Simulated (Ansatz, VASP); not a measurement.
**LiMgBN2: VASP beside Ansatz**

Contents of INCAR:

```
PREC = Accurate ; ENCUT = 520
EDIFF = 1E-7 ; ISMEAR = 0
SIGMA = 0.05 ; LREAL = F
LASPH = T ; NELM = 60
ALGO = Normal ; ISIF = 2
LWAVE = F ; LCHARG = F
GGA = PE ; NBANDS = 17
```

KPOINTS

```
regular mesh
0
Gamma
  8 8 8
```

Contents of POSCAR:

```
LiMgBN2
1.0
   -1.9096560000      1.9096560000      4.2657811200
    1.9096560000     -1.9096560000      4.2657811200
    1.9096560000      1.9096560000     -4.2657811200
Li Mg B N
1 1 1 2
Direct
    0.2500000000      0.7500000000      0.5000000000
    0.7500000000      0.2500000000      0.5000000000
    0.5000000000      0.5000000000      0.0000000000
    0.6512635000      0.6512635000      0.0000000000
    0.3487365000      0.3487365000      0.0000000000
```

Input for Ansatz:

```yaml
crystal:
  lattice:
    - [-1.909656, 1.909656, 4.26578112]
    - [1.909656, -1.909656, 4.26578112]
    - [1.909656, 1.909656, -4.26578112]
  atoms:
    - { symbol: Li, position: [0.25, 0.75, 0.5] }
    - { symbol: Mg, position: [0.75, 0.25, 0.5] }
    - { symbol: B, position: [0.5, 0.5, 0.0] }
    - { symbol: "N", position: [0.6512635, 0.6512635, 0.0] }
    - { symbol: "N", position: [0.3487365, 0.3487365, 0.0] }
basis:
  ecutwfc: 420
kpoints:
  mp_grid: { grid: [8, 8, 8] }
hamiltonian:
  xc: pbe
scf:
  occupations: { method: gaussian, width: 0.05 }
output:
  forces: true
  stress: true
  eigenvalues: true
```

Change from the starting cell: strain +0.000 along x and y, -0.040 along z, atoms carried along.

Alike in both runs: task single point; functional PBE; k mesh 8 × 8 × 8; occupations gaussian, width 0.05 eV; no spin polarisation.

```csv
,VASP,Ansatz
version,VASP 6.6.1,Ansatz 0.2.0
potentials or method,"VASP PAW PBE potentials, release 64 (Li_sv, Mg, B, N), cutoff 520 eV","scalar-relativistic, plane waves, PAW"
valence electrons in the cell,18,26
```

|  | VASP | Ansatz | Ansatz less VASP |
| --- | --- | --- | --- |
| gap on the k mesh at the Fermi level (eV) | 2.66 | 2.66 | +0.005 |
| least direct gap on the mesh (eV) | 3.49 | 3.50 | +0.013 |
| rms of the force components (eV/Å) | 1.144 | 1.150 | +0.0060 |

Atom by atom the forces differ by 0.006 eV/Å (rms over components). With one functional, cell and mesh, what is left measures potentials, basis and numerics. VASP's potentials hold 18 valence electrons a cell and Ansatz's 26, so a difference there can come from the potentials and not from the codes.

Noted on VASP's run: the cutoff is short for stress, so the pressure is rough.
